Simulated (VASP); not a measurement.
Set up this calculation in VASP 6.6.1, as the native input.

| Property | Result |
| --- | --- |
| Task | single point |
| Functional | PBEsol |
| Potentials or basis | VASP PAW PBE potentials, release 64 (Ti_sv, O) |
| Cutoff | 520 eV |
| k mesh | 4 × 4 × 4 |
| Occupations | gaussian, width 0.1 eV |
| Spin | collinear spin |
| Starting moments | [1.0, 0.0, 0.0, 0.0, 0.0, 0.0] μB |
| Dipole correction | no |
| Further INCAR settings | ALGO = Normal; EDIFF = 1e-06; NBANDS = 40 |

The structure of TiO lies in POSCAR:

```
TiO
1.0
    4.0866680000      0.0000000000      0.0000000000
    0.0000000000      4.0866680000      0.0000000000
    0.0000000000      0.0000000000      4.0866680000
Ti O
3 3
Direct
    0.5000000000      0.5000000000      0.0000000000
    0.0000000000      0.5000000000      0.5000000000
    0.5000000000      0.0000000000      0.5000000000
    0.0000000000      0.5000000000      0.0000000000
    0.5000000000      0.0000000000      0.0000000000
    0.0000000000      0.0000000000      0.5000000000
```

The input as run:

INCAR

```
PREC = Accurate ; ENCUT = 520
EDIFF = 1E-6 ; ISMEAR = 0
SIGMA = 0.1 ; LREAL = False
LASPH = True ; NELM = 150
ALGO = Normal ; ISIF = 2
LWAVE = False ; LCHARG = True
ISPIN = 2 ; MAGMOM = 1 0 0 0 0 0
LORBIT = 11 ; LMAXMIX = 4
GGA = PS ; LELF = True
LVHAR = True ; NBANDS = 40
```

KPOINTS

```
Automatic mesh
0
Gamma
  4 4 4
```

Potentials or basis: VASP PAW PBE potentials, release 64 (Ti_sv, O).

The run is started by

```sh
$ cat potpaw_PBE.64/Ti_sv/POTCAR potpaw_PBE.64/O/POTCAR > POTCAR
$ mpirun -np 1 vasp_std > vasp.out
```

Results of the run:

The pressure is -7.5 GPa. The net moment is 0.81 μB per cell. The site moments are Ti +0.21; O +0.00 μB and the valence electrons inside the program's atomic spheres are Ti 10.31; O 5.03.

Caveat: the k points lie up to 0.38 Å⁻¹ apart; a moment this small can come from the mesh or the smearing; the PAW data sets were made with another functional, which shifts forces and pressure a little.

Run time: 3.7 min on 1 thread of Intel Xeon 8259CL, with other jobs on the host, peak memory 0.23 GiB.
